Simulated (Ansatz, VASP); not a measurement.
# Ta in VASP and in Ansatz

```
CELL_PARAMETERS angstrom
-1.65128 1.65128 -1.65128
-1.65128 -1.65128 1.65128
-0.99077 6.60512 6.60512
ATOMIC_POSITIONS crystal
Ta 0.73750 0.73750 0.87500
Ta 0.46250 0.46250 0.12500
Ta 0.88750 0.88750 0.37500
Ta 0.31250 0.31250 0.62500
```

Alike in both runs: task single point; functional PBE; k mesh 17 × 17 × 5; occupations gaussian, width 0.15 eV; no spin polarisation.

|  | VASP | Ansatz |
| --- | --- | --- |
| version | VASP 6.6.1 | Ansatz 0.2.0 |
| potentials or method | VASP PAW PBE potentials, release 64 (Ta_pv), cutoff 520 eV | scalar-relativistic, plane waves, PAW |
| valence electrons in the cell | 44 | 52 |

Ansatz gave:

| Item | Value |
| --- | --- |
| gap on the k mesh at the Fermi level (eV) | none |
| pressure (GPa) | 5.9 |
| traceless stress, the component that is largest in VASP (GPa) | 4.07 |
| rms of the force components (eV/Å) | 1.215 |

What did VASP give for the same quantities?

gap on the k mesh at the Fermi level (eV): none; pressure (GPa): 6.2; traceless stress, the component that is largest in VASP (GPa): 4.12; rms of the force components (eV/Å): 1.234.

Atom by atom the forces differ by 0.021 eV/Å (rms over components). A gap of «none» marks a metal or a gap that the smearing closes. VASP's potentials hold 44 valence electrons a cell and Ansatz's 52, so a difference there can come from the potentials and not from the codes.

Neither program's run includes spin-orbit coupling.
